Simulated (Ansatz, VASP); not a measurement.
## Mo: VASP beside Ansatz

```
Mo
1.0
    -1.50121    1.50121    1.50121
     1.50121   -1.50121    1.50121
     1.50121    1.50121   -1.50121
Mo
1
Direct
  0.00000 0.00000 0.00000
```

Change from the starting cell: strain -0.050 along x and y, -0.050 along z, atoms carried along.

Alike in both runs: task single point; functional PBE; k mesh 26 × 26 × 26; occupations gaussian, width 0.15 eV; no spin polarisation.

|  | VASP | Ansatz |
| --- | --- | --- |
| version | VASP 6.6.1 | Ansatz 0.2.0 |
| potentials or method | VASP PAW PBE potentials, release 64 (Mo_sv), cutoff 520 eV | scalar-relativistic, plane waves, PAW |
| valence electrons in the cell | 14 | 14 |

VASP gave:

* gap on the k mesh at the Fermi level (eV): none
* pressure (GPa): 56.0

Question: What did Ansatz give for the same quantities?

Answer: gap on the k mesh at the Fermi level (eV): none; pressure (GPa): 55.0.

A gap of «none» marks a metal or a gap that the smearing closes. Both programs put the cell under a high pressure, so it lies far from rest at this level. The functional is the same, so the differences come from potentials, cutoffs and numerics.
